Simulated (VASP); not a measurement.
# O (P6_3/mmc) in VASP: further runs

The runs below take O through single point, relaxation of shape and atoms at fixed volume, with LDA.

Everything below comes from runs of VASP 6.6.1. Logs are shortened: lines on timing, memory, paths and dates and some standing lists are left out, and cuts for length are marked.

### Step 1. The cell of the first run

It takes space group P6_3/mmc (No. 194, hexagonal). Conventional cell: a = 2.579 Å, b = 2.579 Å, c = 2.574 Å, α = 90.00°, β = 90.00°, γ = 120.00°. Within 2.6 Å of O (site symmetry -6m2) lie 14 O at 1.97 to 2.58 Å.

### Step 2. Single point, LDA

INCAR reads:

```
SYSTEM = O
  PREC = Accurate
  ENCUT = 520
  EDIFF = 1E-6
  ISMEAR = -1
  SIGMA = 0.1
  LREAL = .FALSE.
  LASPH = .TRUE.
  NELM = 80
  ALGO = Normal
  ISIF = 2
  LWAVE = .FALSE.
  LCHARG = .TRUE.
  LELF = .TRUE.
  LVHAR = .TRUE.
  NBANDS = 13
```

KPOINTS reads:

```
regular mesh
0
G
  19 19 11
  0 0 0
```

POSCAR reads:

```
O
1.0
    2.5786656298      0.0000000000      0.0000000000
   -1.2893328149      2.2331899433      0.0000000000
    0.0000000000      0.0000000000      2.5739891007
O
2
Direct
    0.3333333333      0.6666666667      0.2500000000
    0.6666666667      0.3333333333      0.7500000000
```

Potentials or basis: VASP PAW LDA potentials, release 64 (O).

Launch:

```sh
$ cat potpaw_LDA.64/O/POTCAR > POTCAR
$ mpirun -np 1 vasp_std > vasp.out
```

OUTCAR:

```text
SYSTEM = O
   PREC = Accurate
   ENCUT = 520
   EDIFF = 1E-6
   ISMEAR = -1
   LREAL = .FALSE.
   LASPH = .TRUE.
   NELM = 80
   ISIF = 2

 ion  position               nearest neighbor table
   1  0.333  0.667  0.250-   2 1.97   2 1.97   2 1.97   2 1.97   2 1.97   2 1.97
   2  0.667  0.333  0.750-   1 1.97   1 1.97   1 1.97   1 1.97   1 1.97   1 1.97

  LATTYP: Found a hexagonal cell.
 ALAT       =     2.5786656298
 C/A-ratio  =     0.9981864539

  Lattice vectors:

 A1 = (   2.5786656298,   0.0000000000,   0.0000000000)
 A2 = (  -1.2893328149,   2.2331899433,   0.0000000000)
 A3 = (   0.0000000000,   0.0000000000,   2.5739891007)

Analysis of symmetry for initial positions (statically):
=====================================================================
 Subroutine PRICEL returns:
 Original cell was already a primitive cell.

 Routine SETGRP: Setting up the symmetry group for a
 hexagonal supercell.

 Subroutine GETGRP returns: Found 24 space group operations
 (whereof 12 operations were pure point group operations)
 out of a pool of 24 trial point group operations.

The static configuration has the point symmetry D_3d.
 The point group associated with its full space group is D_6h.

Analysis of symmetry for dynamics (positions and initial velocities):
=====================================================================
 Subroutine PRICEL returns:
 Original cell was already a primitive cell.

 Routine SETGRP: Setting up the symmetry group for a
 hexagonal supercell.

 Subroutine GETGRP returns: Found 24 space group operations
 (whereof 12 operations were pure point group operations)
 out of a pool of 24 trial point group operations.

The dynamic configuration has the point symmetry D_3d.
 The point group associated with its full space group is D_6h.

 Subroutine INISYM returns: Found 24 space group operations
 (whereof 12 operations are pure point group operations),
 and found     1 'primitive' translations

----------------------------------------------------------------------------------------

                                     Primitive cell

  volume of cell :      14.8227

  direct lattice vectors                    reciprocal lattice vectors
     2.578665630  0.000000000  0.000000000     0.387797467  0.223894972  0.000000000
    -1.289332815  2.233189943  0.000000000     0.000000000  0.447789944  0.000000000
     0.000000000  0.000000000  2.573989101     0.000000000  0.000000000  0.388502034

  length of vectors
     2.578665630  2.578665630  2.573989101     0.447789944  0.447789944  0.388502034

  position of ions in fractional coordinates (direct lattice)
     0.333333333  0.666666667  0.250000000
     0.666666667  0.333333333  0.750000000

  ion indices of the primitive-cell ions
   primitive index   ion index
                 1           1
                 2           2

----------------------------------------------------------------------------------------

 KPOINTS: regular mesh

Automatic generation of k-mesh.
 Grid dimensions read from file:
 generate k-points for:   19   19   11

 Generating k-lattice:

  Cartesian coordinates                     Fractional coordinates (reciprocal lattice)
     0.020410393  0.011783946  0.000000000     0.052631579  0.000000000  0.000000000
     0.000000000  0.023567892  0.000000000     0.000000000  0.052631579  0.000000000
     0.000000000  0.000000000  0.035318367     0.000000000  0.000000000  0.090909091

  Length of vectors
     0.023567892  0.023567892  0.035318367

  Shift w.r.t. Gamma in fractional coordinates (k-lattice)
     0.000000000  0.000000000  0.000000000

 Subroutine IBZKPT returns following result:
 ===========================================

 Found    240 irreducible k-points:

 Following reciprocal coordinates:
            Coordinates               Weight
  0.000000  0.000000  0.000000      1.000000
  0.052632 -0.000000  0.000000      6.000000
  0.105263 -0.000000  0.000000      6.000000
  0.157895  0.000000  0.000000      6.000000
  0.210526 -0.000000  0.000000      6.000000
  0.263158 -0.000000  0.000000      6.000000
[... 16 lines left out ...]
  0.263158  0.105263  0.000000     12.000000
  0.315789  0.105263  0.000000     12.000000
 [... further k-points ...]
   k-points           NKPTS =    240   k-points in BZ     NKDIM =    240   number of bands    NBANDS=     13
   number of dos      NEDOS =    301   number of ions     NIONS =      2
   total plane-waves  NPLWV =   8000
   dimension x,y,z NGX =    20 NGY =   20 NGZ =   20
   dimension x,y,z NGXF=    40 NGYF=   40 NGZF=   40
   ions per type =               2
   NGX,Y,Z   is equivalent  to a cutoff of  12.89, 12.89, 12.92 a.u.
   NGXF,Y,Z  is equivalent  to a cutoff of  25.79, 25.79, 25.83 a.u.
 SYSTEM =  O
   PREC   = accura    normal or accurate (medium, high low for compatibility)
   ISTART =      0    job   : 0-new  1-cont  2-samecut
   ICHARG =      2    charge: 1-file 2-atom 10-const
   ISPIN  =      1    spin polarized calculation?
   LNONCOLLINEAR =      F non collinear calculations
   LSORBIT =      F    spin-orbit coupling
   LASPH  =      T    aspherical Exc in radial PAW
   ENCUT  =  520.0 eV  38.22 Ry    6.18 a.u.   4.79  4.79  4.79*2*pi/ulx,y,z
   NELM   =     80;   NELMIN=  2; NELMDL= -5     # of ELM steps
   EDIFF  = 0.1E-05   stopping-criterion for ELM
   LREAL  =      F    real-space projection
   EDIFFG = 0.1E-04   stopping-criterion for IOM
   NSW    =      0    number of steps for IOM
   IBRION =     -1    ionic relax: 0-MD 1-quasi-New 2-CG
   NFREE  =      0    steps in history (QN), initial steepest desc. (CG)
   ISIF   =      2    stress and relaxation
   ISYM   =      2    0-nonsym 1-usesym 2-fastsym
   POTIM  = 0.5000    time-step for ionic-motion
   TEBEG  =    0.0;   TEEND  =   0.0 temperature during run
   PSTRESS=    0.0 pullay stress
   NELECT =      12.0000    total number of electrons
   NUPDOWN=      -1.0000    fix difference up-down
   EMIN   =  10.00;   EMAX   =-10.00  energy-range for DOS
   EFERMI =   0.00;   METHOD = LEGACY
   ISMEAR =    -1;   SIGMA  =   0.10  broadening in eV -4-tet -1-fermi 0-gaus
   EFERMI_NEDOS =   21; number of points for ismear=-14 and -15
   IALGO  =     38    algorithm
   IMIX   =      4    mixing-type and parameters
     AMIX     =   0.40;   BMIX     =  1.00
     AMIX_MAG =   1.60;   BMIX_MAG =  1.00
  volume/ion in A,a.u.               =       7.41        50.01
  Fermi-wavevector in a.u.,A,eV,Ry     =   1.525783  2.883312 31.674551  2.328014
  Thomas-Fermi vector in A             =   2.633906
   LORBIT       =      0    0 simple, 1 ext, 2 COOP (PROOUT), +10 PAW based schemes
   GGA     = CA    functional components
   LHFCALC =     F    Hartree Fock is set to
   AEXX    =    0.0000 exact exchange contribution
   IVDW    =     0    specifies the selected vdW correction
   LEPSILON=     F    determine dielectric tensor
   LRPA    =     F    only Hartree local field effects (RPA)
 non-spin polarized calculation
  energy-cutoff  :      520.00
  volume of cell :       14.82
 maximum number of plane-waves:       410
 NGX is ok and might be reduce to    20
   NGX =  9   NGY =  9   NGZ =  9

 number of electron      12.0000005 magnetization

 Free energy of the ion-electron system (eV)
  ---------------------------------------------------
  ext. energy  EPLUGINS =         0.00000000
  ---------------------------------------------------
  free energy    TOTEN  =        -7.45683962 eV

  energy without entropy =       -7.42069900  energy(sigma->0) =       -7.43876931

 E-fermi :   3.2020     XC(G=0): -12.9156

 val. band max:        3.1995235447   @ k =   0.0000   0.0000   0.3636
 cond. band min:       3.2082147648   @ k =   0.2632   0.1579   0.2727
 fundamental gap:      0.0086912201
 Fermi energy:         3.2020265611

 k-point     1 :       0.0000    0.0000    0.0000
  band No.  band energies     occupation
      1     -19.5036      2.00000
      2      -9.6255      2.00000
      3      -2.0891      2.00000
      4       0.2411      2.00000
      5       0.2411      2.00000
      6       3.8936      0.00198
      7       3.8936      0.00198
      8       5.7258      0.00000
      9      18.8872      0.00000
     10      19.8570      0.00000
     11      29.2462      0.00000
     12      29.2462      0.00000
     13      35.4329      0.00000

 k-point     2 :       0.0526   -0.0000    0.0000
  band No.  band energies     occupation
      1     -19.4499      2.00000
      2      -9.6834      2.00000
      3      -2.0460      2.00000
      4       0.1689      2.00000
      5       0.1766      2.00000
      6       3.8402      0.00338
      7       3.9490      0.00114
      8       5.6714      0.00000
      9      18.9547      0.00000
     10      19.9797      0.00000
     11      28.9327      0.00000
     12      29.3706      0.00000
     13      35.9628      0.00000

 k-point     3 :       0.1053   -0.0000    0.0000
  band No.  band energies     occupation
      1     -19.2900      2.00000
      2      -9.8587      2.00000
      3      -1.9177      2.00000
      4      -0.0272      2.00000
      5      -0.0067      2.00000
      6       3.6962      0.01419
      7       4.0956      0.00026
      8       5.5109      0.00000
      9      19.1238      0.00000
     10      20.3331      0.00000
     11      28.2652      0.00000
     12      29.7426      0.00000
     13      35.2276      0.00000

 k-point     4 :       0.1579    0.0000    0.0000
  band No.  band energies     occupation
      1     -19.0268      2.00000
      2     -10.1537      2.00000
      3      -1.7080      2.00000
      4      -0.3005      2.00000
      5      -0.2795      2.00000
      6       3.5013      0.09552
      7       4.2913      0.00004
      8       5.2520      0.00000
      9      19.2952      0.00000
     10      20.8897      0.00000
     11      27.6292      0.00000
     12      30.3584      0.00000
     13      34.1618      0.00000

 k-point     5 :       0.2105   -0.0000    0.0000
  band No.  band energies     occupation
      1     -18.6663      2.00000
      2     -10.5679      2.00000
      3      -1.4235      2.00000
      4      -0.6040      2.00000
      5      -0.5996      2.00000
      6       3.2978      0.55481
      7       4.4962      0.00000
      8       4.9072      0.00000
      9      19.3440      0.00000
     10      21.6248      0.00000
     11      27.2245      0.00000
     12      31.2034      0.00000
     13      32.9883      0.00000
[... 257 lines left out ...]
 k-point    22 :       0.2105    0.1053    0.0000
  band No.  band energies     occupation
      1     -18.0697      2.00000
      2     -11.2415      2.00000
      3      -1.6588      2.00000
      4      -0.9585      2.00000
      5      -0.3578      2.00000
      6       3.1270      1.35839
      7       4.3614      0.00002
      8       4.6485      0.00000
      9      19.4202      0.00000
     10      22.5247      0.00000
     11      26.9896      0.00000
     12      31.2670      0.00000
     13      32.6540      0.00000

 k-point    23 :       0.2632    0.1053    0.0000
  band No.  band energies     occupation
      1     -17.5541      2.00000
      2     -11.8305      2.00000
      3      -2.1189      2.00000
      4      -0.5647      2.00000
      5      -0.3931      2.00000
      6       2.9724      1.81719
      7       3.9119      0.00165
      8       4.7749      0.00000
      9      19.2115      0.00000
     10      23.3712      0.00000
     11      27.0662      0.00000
     12      30.3327      0.00000
     13      33.7684      0.00000

 k-point    24 :       0.3158    0.1053    0.0000
  band No.  band energies     occupation
      1     -16.9944      2.00000
      2     -12.4624      2.00000
      3      -2.4939      2.00000
      4      -0.4054      2.00000
      5      -0.1478      2.00000
      6       2.8417      1.94699
      7       3.4480      0.15749
      8       4.8721      0.00000
      9      18.9522      0.00000
     10      24.2225      0.00000
     11      27.1949      0.00000
     12      29.5991      0.00000
     13      34.7067      0.00000

 [... further k-points ...]

------------------------ aborting loop because EDIFF is reached ----------------------------------------

  FORCE on cell =-STRESS in cart. coord.  units (eV):
  Direction    XX          YY          ZZ          XY          YZ          ZX
  --------------------------------------------------------------------------------------
  -------------------------------------------------------------------------------------
  Total       -0.0097697     -0.0097697      0.0132153      0.0000000      0.0000000      0.0000000
  in kB       -1.0559973     -1.0559973      1.4284324      0.0000000      0.0000000      0.0000000
  external PRESSURE =      -0.2278541 kB  Pullay stress =       0.0000000 kB

 VOLUME and BASIS-vectors are now :
 -----------------------------------------------------------------------------
  energy-cutoff  :      520.00
  volume of cell :       14.82
      direct lattice vectors                 reciprocal lattice vectors
     2.578665630  0.000000000  0.000000000     0.387797467  0.223894972  0.000000000
    -1.289332815  2.233189943  0.000000000     0.000000000  0.447789944  0.000000000
     0.000000000  0.000000000  2.573989101     0.000000000  0.000000000  0.388502034

 POSITION                                       TOTAL-FORCE (eV/Angst)
 -----------------------------------------------------------------------------------
     -0.00000      1.48879      0.64350         0.000000      0.000000      0.000000
      1.28933      0.74440      1.93049         0.000000     -0.000000      0.000000
 -----------------------------------------------------------------------------------
    total drift:                               -0.000000      0.000000      0.000000

  FREE ENERGIE OF THE ION-ELECTRON SYSTEM (eV)
  ---------------------------------------------------
  free  energy   TOTEN  =        -7.4568396175 eV

  energy  without entropy=       -7.4206990032  energy(sigma->0) =       -7.43876931
```

It took 10 s on 1 thread of Intel Xeon 6975P-C (Granite Rapids), shared host; peak memory 0.14 GiB.

Results:

- Free energy: -7.4568 eV
- Pressure: 0.0 GPa
- Band gap on the k mesh: zero (bands 6 and 7 overlap by 2.00 eV)

### Step 3. Single point, LDA, collinear spin, zero start

This run uses another cell than the first one, of 5.04 Å³/atom.

INCAR reads:

```
PREC     = Accurate       # precision mode
ENCUT    = 520            # plane-wave cutoff, eV
EDIFF    = 1E-6           # SCF threshold, eV
ISMEAR   = -1             # smearing method
SIGMA    = 0.1            # smearing width, eV
LREAL    = False          # projectors in reciprocal space
LASPH    = True           # aspherical terms in the spheres
NELM     = 150            # most SCF steps
ALGO     = Normal         # electronic algorithm
ISIF     = 2              # what is computed and relaxed
LWAVE    = False          # write WAVECAR
LCHARG   = False          # write CHGCAR
ISPIN    = 2              # spin polarisation
MAGMOM   = 0 0            # initial moments
LORBIT   = 11             # projections on sites
NBANDS   = 17             # bands
```

KPOINTS reads:

```
Automatic mesh
0
Gamma
  19 19 11
```

POSCAR reads:

```
O
1.0
    2.1825469859      0.0000000000      0.0000000000
   -1.0912734930      1.8901411348      0.0000000000
    0.0000000000      0.0000000000      2.4433094563
O
2
Direct
    0.3333333333      0.6666666667      0.2500000000
    0.6666666667      0.3333333333      0.7500000000
```

Potentials or basis: VASP PAW LDA potentials, release 64 (O).

Launch:

```sh
$ cat potpaw_LDA.64/O/POTCAR > POTCAR
$ mpirun -np 1 vasp_std > vasp.out
```

Run time: 14 s. Hardware: 1 thread of Intel Xeon 6975P-C (Granite Rapids), shared host; peak memory 0.15 GiB.

Results (log left out):

```
Free energy                                           : -5.6562 eV
Pressure                                              : 165.7 GPa
Band gap on the k mesh                                : zero (filled and empty bands overlap)
Net moment                                            : 0.00 μB per cell
Valence electrons inside the program's atomic spheres : O 4.79
```

Stress tensor (GPa, compression positive):
```
165.45   0.00   0.00
  0.00 165.45   0.00
  0.00   0.00 166.27
```

Levels at points of the mesh, in eV from the Fermi level:
Spin up:
| k point | band 3 | band 4 | band 5 | band 6 | band 7 | band 8 | band 9 | band 10 |
| --- | --- | --- | --- | --- | --- | --- | --- | --- |
| (0.00, 0.00, 0.00) | -9.93 | -3.25 | -3.25 | 1.32 | 1.32 | 4.36 | 17.41 | 21.92 |
Spin down:
| k point | band 4 | band 5 | band 6 | band 7 | band 8 | band 9 |
| --- | --- | --- | --- | --- | --- | --- |
| (0.00, 0.00, 0.00) | -3.25 | -3.25 | 1.32 | 1.32 | 4.36 | 17.41 |

Caveat: the cell stands under pressure.

### Step 4. Relaxation of shape and atoms at fixed volume, LDA

This run uses another cell than the first one, of 5.04 Å³/atom.

INCAR reads:

```
ALGO = Normal
EDIFF = 1E-6
EDIFFG = -0.005
ENCUT = 600
GGA = CA
IBRION = 2
ISIF = 4
ISMEAR = -1
LASPH = True
LCHARG = False
LREAL = False
LWAVE = False
NELM = 80
NSW = 50
PREC = Accurate
SIGMA = 0.1
```

KPOINTS reads:

```
k-points
0
Gamma
  19 19 11
```

POSCAR reads:

```
O
1.0
    2.2675907112      0.0000000000      0.0000000000
   -1.1337953556      1.9637911613      0.0000000000
    0.0000000000      0.0000000000      2.2634783308
O
2
Direct
    0.3333333333      0.6666666667      0.2500000000
    0.6666666667      0.3333333333      0.7500000000
```

Launch:

```sh
$ cat potpaw_LDA.64/O/POTCAR > POTCAR
$ mpirun -np 1 vasp_std > vasp.out
```

It took 14 s on 1 thread of Intel Xeon 6975P-C (Granite Rapids), shared host; peak memory 0.13 GiB.

Results (log left out):

```
Free energy               : -5.6593 eV
Energy gained by relaxing : 90.9 meV/atom
Ionic steps               : 3
Pressure after relaxing   : 165.7 GPa
Band gap on the k mesh    : zero (bands 6 and 7 overlap by 3.09 eV)
```

Stress tensor (GPa, compression positive):
```
165.67   0.00   0.00
  0.00 165.67   0.00
  0.00   0.00 165.76
```

Step by step:
```
step  energy change (eV)  largest force (eV/Å)  pressure (GPa)  volume (Å³)
   1              0.0000                0.0000          184.46        10.08
   2             -0.1812                0.0000          166.33        10.08
   3             -0.1819                0.0000          165.70        10.08
```

Final structure:
```
O
1.0
     2.18195    0.00000    0.00000
    -1.09098    1.88963    0.00000
     0.00000    0.00000    2.44464
O
2
Cartesian
  0.0000 1.2598 0.6112
  1.0910 0.6299 1.8335
```

Levels at points of the mesh, in eV from the Fermi level:
```csv
k point,band 3,band 4,band 5,band 6,band 7,band 8,band 9,band 10
"(0.00, 0.00, 0.00)",-9.94,-3.24,-3.24,1.32,1.32,4.35,17.43,21.94
```

### Step 5. Overview

| task | spin | cell | cutoff (eV) | gap on the mesh (eV) | pressure (GPa) |
| --- | --- | --- | --- | --- | --- |
| single point | off | a = 2.579, b = 2.579, c = 2.574 Å, angles 90.0, 90.0, 120.0°, 2 atoms | 520 | none | 0.0 |
| single point | collinear, zero start | a = 2.183, b = 2.183, c = 2.443 Å, angles 90.0, 90.0, 120.0°, 2 atoms | 520 | none | 165.7 |
| relaxation of shape and atoms at fixed volume | off | relaxed from a = 2.268, b = 2.268, c = 2.263 Å, angles 90.0, 90.0, 120.0°, 2 atoms | 600 | none | 165.7 |

Alike in all rows: level LDA; potentials or basis VASP PAW LDA potentials, release 64 (O); k mesh 19 × 19 × 11; smearing fermi-dirac 0.1 eV.

Caveats: the cell stands under pressure (at least some runs).

Absolute energies hang on the potentials; compare differences alone.
